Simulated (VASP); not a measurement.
# H in VASP: a series of runs, part 2 of 2

VASP 6.6.1.

**5. Single point, PBE**

This run uses another cell than the first one, of 17.56 Å³/atom, 1.068 times its volume.

File INCAR:

```
SYSTEM = H
PREC = Accurate ; ENCUT = 520
EDIFF = 1E-6 ; ISMEAR = 0
SIGMA = 0.1 ; LREAL = .FALSE.
LASPH = .TRUE. ; NELM = 80
ALGO = Normal ; ISIF = 2
LWAVE = .FALSE. ; LCHARG = .FALSE.
GGA = PE ; ISYM = 0
NBANDS = 16
```

File KPOINTS:

```
regular mesh
0
G
  3 3 3
  0 0 0
```

File POSCAR:

```
H
1.0
    5.5129496338     -0.8048925750     -0.2103418203
   -0.7979573875      5.7096609155      0.2232630337
   -0.2010062235      0.2231418660      5.7075972900
H
10
Direct
    0.9644231829      0.7300990813      0.6045735476
    0.5998321211      0.9757763518      0.7278872171
    0.3359331093      0.3588426480      0.5178581989
    0.1634156260      0.9922706911      0.1816633423
    0.1834113710      0.0331311180      0.0546969430
    0.8186204039      0.4837975452      0.0879406374
    0.7129440103      0.3815304701      0.1326153814
    0.4304432812      0.3863320239      0.6200446109
    0.6465536395      0.9152717524      0.8362346258
    0.0782032947      0.6840865908      0.6220840587
```

Potentials or basis: VASP PAW PBE potentials, release 64 (H).

Started as:

```
$ cat potpaw_PBE.64/H/POTCAR > POTCAR
$ mpirun -np 1 vasp_std > vasp.out
```

OUTCAR:

```text
SYSTEM = H
   PREC = Accurate
   ENCUT = 520
   EDIFF = 1E-6
   ISMEAR = 0
   LREAL = .FALSE.
   LASPH = .TRUE.
   NELM = 80
   ISIF = 2
   GGA = PE
   ISYM = 0

 ion  position               nearest neighbor table
   1  0.964  0.730  0.605-  10 0.75
   2  0.600  0.976  0.728-   9 0.75
   3  0.336  0.359  0.518-   8 0.75
   4  0.163  0.992  0.182-   5 0.75
   5  0.183  0.033  0.055-   4 0.75
   6  0.819  0.484  0.088-   7 0.75
   7  0.713  0.382  0.133-   6 0.75
   8  0.430  0.386  0.620-   3 0.75
   9  0.647  0.915  0.836-   2 0.75
  10  0.078  0.684  0.622-   1 0.75

IMPORTANT INFORMATION: All symmetrisations will be switched off!
NOSYMM: (Re-)initialisation of all symmetry stuff for point group C_1.

----------------------------------------------------------------------------------------

                                     Primitive cell

  volume of cell :     175.5502

  direct lattice vectors                    reciprocal lattice vectors
     5.512949634 -0.804892575 -0.210341820     0.185352303  0.025688055  0.005523320
    -0.797957388  5.709660915  0.223263034     0.025901809  0.178999649 -0.006085904
    -0.201006223  0.223141866  5.707597290     0.005817584 -0.006055216  0.175646685

  length of vectors
     5.575366302  5.769472259  5.715493209     0.187205394  0.180966340  0.175847286

  position of ions in fractional coordinates (direct lattice)
     0.964423183  0.730099081  0.604573548
     0.599832121  0.975776352  0.727887217
     0.335933109  0.358842648  0.517858199
     0.163415626  0.992270691  0.181663342
     0.183411371  0.033131118  0.054696943
     0.818620404  0.483797545  0.087940637
     0.712944010  0.381530470  0.132615381
     0.430443281  0.386332024  0.620044611
     0.646553639  0.915271752  0.836234626
     0.078203295  0.684086591  0.622084059

  ion indices of the primitive-cell ions
   primitive index   ion index
[... 99 lines left out ...]
   IVDW    =     0    specifies the selected vdW correction
   LEPSILON=     F    determine dielectric tensor
   LRPA    =     F    only Hartree local field effects (RPA)
 non-spin polarized calculation
 Gauss-broadening in eV      SIGMA  =   0.10
  energy-cutoff  :      520.00
  volume of cell :      175.55
 maximum number of plane-waves:      4739
 NGX is ok and might be reduce to    42
   NGX = 21   NGY = 21   NGZ = 21

 number of electron      10.0000000 magnetization

 Free energy of the ion-electron system (eV)
  ---------------------------------------------------
  ext. energy  EPLUGINS =         0.00000000
  ---------------------------------------------------
  free energy    TOTEN  =       -33.93921516 eV

  energy without entropy =      -33.93921516  energy(sigma->0) =      -33.93921516

 E-fermi :  -8.5539     XC(G=0):  -4.3675

 val. band max:       -9.0226471901   @ k =  -0.0000   0.3333   0.0000
 cond. band min:       0.2048384700   @ k =   0.3333   0.3333   0.3333
 fundamental gap:      9.2274856601
 Fermi energy:        -8.5539281443

 k-point     1 :       0.0000    0.0000    0.0000
  band No.  band energies     occupation
      1     -10.3014      2.00000
      2      -9.3069      2.00000
      3      -9.2402      2.00000
      4      -9.1886      2.00000
      5      -9.1439      2.00000
      6       0.7960      0.00000
[... 243 lines left out ...]
      3      -9.3806      2.00000
      4      -9.3086      2.00000
      5      -9.2111      2.00000
      6       0.3962      0.00000
[... 8 lines left out ...]
     15       6.0006      0.00000
     16       6.3344      0.00000

------------------------ aborting loop because EDIFF is reached ----------------------------------------

  FORCE on cell =-STRESS in cart. coord.  units (eV):
  Direction    XX          YY          ZZ          XY          YZ          ZX
  --------------------------------------------------------------------------------------
  -------------------------------------------------------------------------------------
  Total       -0.1309431     -0.1198710     -0.1592458     -0.0186542      0.0367607     -0.0224292
  in kB       -1.1950661     -1.0940158     -1.4533739     -0.1702499      0.3355009     -0.2047024
  external PRESSURE =      -1.2474853 kB  Pullay stress =       0.0000000 kB

 VOLUME and BASIS-vectors are now :
 -----------------------------------------------------------------------------
  energy-cutoff  :      520.00
  volume of cell :      175.55
      direct lattice vectors                 reciprocal lattice vectors
     5.512949634 -0.804892575 -0.210341820     0.185352303  0.025688055  0.005523320
    -0.797957388  5.709660915  0.223263034     0.025901809  0.178999649 -0.006085904
    -0.201006223  0.223141866  5.707597290     0.005817584 -0.006055216  0.175646685

 POSITION                                       TOTAL-FORCE (eV/Angst)
 -----------------------------------------------------------------------------------
      4.61271      3.52727      3.41081         0.008328     -0.004571      0.000516
      2.38191      5.25097      4.24617         0.005738     -0.010240      0.015670
      1.46155      1.89404      2.96518         0.012202      0.000509      0.016537
      0.07260      5.57453      1.22403         0.002725      0.006101     -0.025813
      0.97371      0.05375      0.28101        -0.003028     -0.005273      0.025080
      4.10929      2.12304      0.43775        -0.010489     -0.012500      0.004666
      3.59932      1.63416      0.69213         0.009747      0.013865     -0.005699
      1.94010      1.99772      3.53468        -0.012021     -0.001278     -0.015540
      2.66598      4.89208      4.84124        -0.005683      0.009185     -0.014183
     -0.23978      3.98177      3.68689        -0.007520      0.004203     -0.001235
 -----------------------------------------------------------------------------------
    total drift:                                0.000100      0.000085     -0.000089

  FREE ENERGIE OF THE ION-ELECTRON SYSTEM (eV)
  ---------------------------------------------------
  free  energy   TOTEN  =       -33.9392151602 eV

  energy  without entropy=      -33.9392151602  energy(sigma->0) =      -33.93921516
```

OSZICAR:

```text
N       E                     dE             d eps       ncg     rms          rms(c)
DAV:   1    -0.616981020598E+01   -0.61698E+01   -0.31819E+03   448   0.426E+02
DAV:   2    -0.352206890338E+02   -0.29051E+02   -0.28411E+02   600   0.827E+01
DAV:   3    -0.370085994984E+02   -0.17879E+01   -0.17855E+01   568   0.201E+01
DAV:   4    -0.370172299102E+02   -0.86304E-02   -0.86303E-02   576   0.175E+00
DAV:   5    -0.370172815477E+02   -0.51637E-04   -0.51637E-04   576   0.137E-01    0.989E+00
DAV:   6    -0.349454276949E+02    0.20719E+01   -0.78599E-01   616   0.338E+00    0.540E+00
DAV:   7    -0.339162582195E+02    0.10292E+01   -0.18785E+00   624   0.538E+00    0.647E-01
DAV:   8    -0.339480358638E+02   -0.31778E-01   -0.46522E-02   488   0.912E-01    0.487E-01
DAV:   9    -0.339392004523E+02    0.88354E-02   -0.12632E-02   592   0.431E-01    0.565E-02
DAV:  10    -0.339392744030E+02   -0.73951E-04   -0.36438E-04   496   0.106E-01    0.263E-02
DAV:  11    -0.339392157313E+02    0.58672E-04   -0.43781E-05   480   0.427E-02    0.532E-03
DAV:  12    -0.339392151602E+02    0.57108E-06   -0.22426E-06   656   0.903E-03
   1 F= -.33939215E+02 E0= -.33939215E+02  d E =-.294914E-11
```

It took 22 s on 1 thread of Intel Xeon 6975P-C (Granite Rapids), shared host; peak memory 0.27 GiB.

What came out:

- Free energy: -33.9392 eV
- Pressure: -0.1 GPa
- Largest force: 0.027 eV/Å
- Band gap on the k mesh: 9.23 eV, indirect (least direct gap 9.38 eV)

Forces on the atoms (eV/Å):
```
H    0.008 -0.005  0.001
H    0.006 -0.010  0.016
H    0.012  0.001  0.017
H    0.003  0.006 -0.026
H   -0.003 -0.005  0.025
H   -0.010 -0.013  0.005
H    0.010  0.014 -0.006
H   -0.012 -0.001 -0.016
H   -0.006  0.009 -0.014
H   -0.008  0.004 -0.001
```

Levels at points of the mesh, in eV from the valence-band top:
| k point | band 2 | band 3 | band 4 | band 5 | band 6 | band 7 | band 8 | band 9 |
| --- | --- | --- | --- | --- | --- | --- | --- | --- |
| (0.00, 0.00, 0.00) | -0.28 | -0.22 | -0.17 | -0.12 | 9.82 | 10.41 | 10.73 | 11.22 |

**6. Single point, PBE**

This run uses another cell than the first one, of 18.24 Å³/atom, 1.110 times its volume.

File INCAR:

```
SYSTEM = H
ALGO     = Normal         ! electronic algorithm
EDIFF    = 1E-6           ! SCF threshold, eV
ENCUT    = 520            ! plane-wave cutoff, eV
GGA      = PE             ! functional
ISIF     = 2              ! what is computed and relaxed
ISMEAR   = 0              ! smearing method
ISYM     = 0            
LASPH    = .True.         ! aspherical terms in the spheres
LCHARG   = .False.        ! write CHGCAR
LREAL    = .False.        ! projectors in reciprocal space
LWAVE    = .False.        ! write WAVECAR
NBANDS   = 16             ! bands
NELM     = 80             ! most SCF steps
PREC     = Accurate       ! precision mode
SIGMA    = 0.1            ! smearing width, eV
```

File KPOINTS:

```
k-points
0
Gamma
  3 3 3
  0 0 0
```

File POSCAR:

```
H
1.0
    5.9645971732     -0.2289548816     -0.0316037510
   -0.2441687162      5.4385131463      0.1953682192
   -0.0220667484      0.1825520626      5.6383166463
H
10
Direct
    0.5663214820      0.6207512766      0.8004930484
    0.9479832841      0.3667609395      0.6825712874
    0.6497906772      0.8405768754      0.3727754928
    0.2525824742      0.2938598484      0.3080376637
    0.0244762486      0.7703170051      0.9858142003
    0.0639691914      0.8571543086      0.8828769850
    0.3241358630      0.2235999891      0.2327237804
    0.4487352811      0.5889624273      0.8453206914
    0.7225199683      0.9192082064      0.2844508506
    0.8787465129      0.2782871724      0.6094831948
```

Potentials or basis: VASP PAW PBE potentials, release 64 (H).

Started as:

```
$ cat potpaw_PBE.64/H/POTCAR > POTCAR
$ mpirun -np 1 vasp_std > vasp.out
```

OUTCAR:

```text
SYSTEM = H
   EDIFF = 1E-6
   ENCUT = 520
   GGA = PE
   ISIF = 2
   ISMEAR = 0
   ISYM = 0
   LASPH = .True.
   LREAL = .False.
   NELM = 80
   PREC = Accurate

 ion  position               nearest neighbor table
   1  0.566  0.621  0.800-   8 0.75
   2  0.948  0.367  0.683-  10 0.75
   3  0.650  0.841  0.373-   9 0.75
[... 440 lines left out ...]
  Total       -0.1060134     -0.1301892     -0.1112211     -0.0517644      0.0309867     -0.0261518
  in kB       -0.9313638     -1.1437566     -0.9771149     -0.4547676      0.2722287     -0.2297526
  external PRESSURE =      -1.0174118 kB  Pullay stress =       0.0000000 kB

 VOLUME and BASIS-vectors are now :
 -----------------------------------------------------------------------------
  energy-cutoff  :      520.00
  volume of cell :      182.37
      direct lattice vectors                 reciprocal lattice vectors
     5.964597173 -0.228954882 -0.031603751     0.167946972  0.007525326  0.000413648
    -0.244168716  5.438513146  0.195368219     0.007046964  0.184403654 -0.005942867
    -0.022066748  0.182552063  5.638316646     0.000697194 -0.006347424  0.177566139

 POSITION                                       TOTAL-FORCE (eV/Angst)
 -----------------------------------------------------------------------------------
      3.20865      3.39243      4.61681        -0.031694     -0.014473      0.009943
      5.54972      1.90219      3.89025        -0.004784     -0.007453     -0.009222
      3.66227      4.49077      2.24551         0.018900      0.022152     -0.023227
      1.42800      1.59656      1.78624        -0.003875      0.003920      0.004503
     -0.06385      4.36374      5.70805         0.004027      0.004588     -0.006840
      0.15278      4.80817      5.14338        -0.003240     -0.005440      0.007380
      1.87361      1.18432      1.34561         0.003998     -0.002603     -0.004581
      2.51407      3.25465      4.86707         0.030167      0.013225     -0.009695
      4.07882      4.88563      1.76057        -0.019231     -0.021449      0.022696
      5.15997      1.42354      3.46306         0.005733      0.007534      0.009042
 -----------------------------------------------------------------------------------
    total drift:                               -0.000345      0.000049      0.000396

  FREE ENERGIE OF THE ION-ELECTRON SYSTEM (eV)
  ---------------------------------------------------
  free  energy   TOTEN  =       -33.9309268886 eV

  energy  without entropy=      -33.9309268886  energy(sigma->0) =      -33.93092689
```

stdout:

```text
POSCAR found type information on POSCAR H
 POSCAR found :  1 types and      10 ions
 scaLAPACK will be used
 LDA part: xc-table for (Slater+PW92), standard interpolation
 POSCAR, INCAR and KPOINTS ok, starting setup
 FFT: planning ... GRIDC
 FFT: planning ... GRID_SOFT
 FFT: planning ... GRID
 WAVECAR not read
 entering main loop
```

Wall time 18 s (1 thread of Intel Xeon 6975P-C (Granite Rapids), shared host); peak memory 0.27 GiB.

Results:

```
Free energy            : -33.9309 eV
Pressure               : -0.1 GPa
Largest force          : 0.037 eV/Å
Band gap on the k mesh : 9.18 eV, indirect (least direct gap 9.33 eV)
```

Forces in eV/Å, atoms in the order of the input:
```
H   -0.032 -0.014  0.010
H   -0.005 -0.007 -0.009
H    0.019  0.022 -0.023
H   -0.004  0.004  0.005
H    0.004  0.005 -0.007
H   -0.003 -0.005  0.007
H    0.004 -0.003 -0.005
H    0.030  0.013 -0.010
H   -0.019 -0.021  0.023
H    0.006  0.008  0.009
```

**7. Overview**

```tsv
cell	k mesh	gap on the mesh (eV)	pressure (GPa)	largest force (eV/Å)
a = 5.104, b = 5.949, c = 5.522 Å, angles 98.5, 87.5, 97.5°, 10 atoms	2 × 2 × 2, shifted	9.50	-0.1	0.04
a = 5.575, b = 5.769, c = 5.715 Å, angles 85.3, 94.5, 106.3°, 10 atoms	2 × 2 × 2, shifted	9.46	-0.1	0.03
a = 5.969, b = 5.447, c = 5.641 Å, angles 86.1, 90.6, 94.8°, 10 atoms	2 × 2 × 2, shifted	9.30	-0.1	0.04
a = 5.575, b = 5.769, c = 5.715 Å, angles 85.3, 94.5, 106.3°, 10 atoms	3 × 3 × 3	9.23	-0.1	0.03
a = 5.969, b = 5.447, c = 5.641 Å, angles 86.1, 90.6, 94.8°, 10 atoms	3 × 3 × 3	9.18	-0.1	0.04
```

Alike in all rows: task single point; level PBE; potentials or basis VASP PAW PBE potentials, release 64 (H); no spin polarisation; cutoff (eV) 520; smearing gaussian 0.1 eV.

Caveats: some runs use coarse meshes.

Absolute energies hang on the potentials; compare differences alone.
